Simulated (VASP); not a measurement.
SrCl2: single point with PBEsol

SrCl2:

```
Sr Cl
1.0
     0.09794    3.48550    3.48550
     3.58344    0.00000    3.58344
     3.48550    3.48550    0.09794
Sr Cl
1 2
Direct
  0.00000 0.00000 0.00000
  0.25000 0.25000 0.25000
  0.75000 0.75000 0.75000
```

This cell differs from its parent crystal: strain +0.0562 x Voigt [0, 0, 0, 0, 1, 0].

| Item | Value |
| --- | --- |
| Program | VASP 6.6.1 |
| Task | single point |
| Functional | PBEsol |
| Potentials or basis | VASP PAW PBE potentials, release 64 (Sr_sv, Cl) |
| Cutoff | 520 eV |
| k mesh | 6 × 6 × 6 |
| Occupations | gaussian, width 0.05 eV |
| Spin | no spin polarisation |

```yaml
Pressure: -0.7 GPa
Largest_force: 0.125 eV/Å
Band_gap_on_the_k_mesh: 5.15 eV, indirect (least direct gap 5.37 eV)
```

Forces on the atoms (eV/Å):
```
Sr   0.000  0.000  0.000
Cl   0.000 -0.125  0.000
Cl   0.000  0.125  0.000
```

Stress tensor (GPa, compression positive):
```
-0.71  0.00 -0.80
 0.00 -0.68  0.00
-0.80  0.00 -0.71
```

Levels at points of the mesh, in eV from the valence-band top:
```tsv
k point	band 10	band 11	band 12	band 13	band 14	band 15
(0.00, 0.00, 0.00)	-0.38	-0.34	-0.30	5.15	5.97	6.00
(0.50, 0.00, 0.00)	-1.34	-1.10	-1.06	6.57	6.74	7.49
(0.00, 0.50, 0.00)	-1.36	-1.07	-1.03	6.51	6.67	7.36
(0.50, 0.50, 0.00)	-0.42	-0.42	0.00	5.37	6.90	7.54
(0.50, 0.00, 0.50)	-0.55	-0.28	0.00	5.37	6.93	7.54
```

Run time: 80 s on 1 thread of Intel Xeon 6975P-C, on a shared host, peak memory 0.27 GiB.

Caveat: the cell differs from its parent crystal (strain +0.0562 x Voigt [0, 0, 0, 0, 1, 0]); the PAW data sets were made with another functional, which shifts forces and pressure a little. A k mesh can miss the band edges.
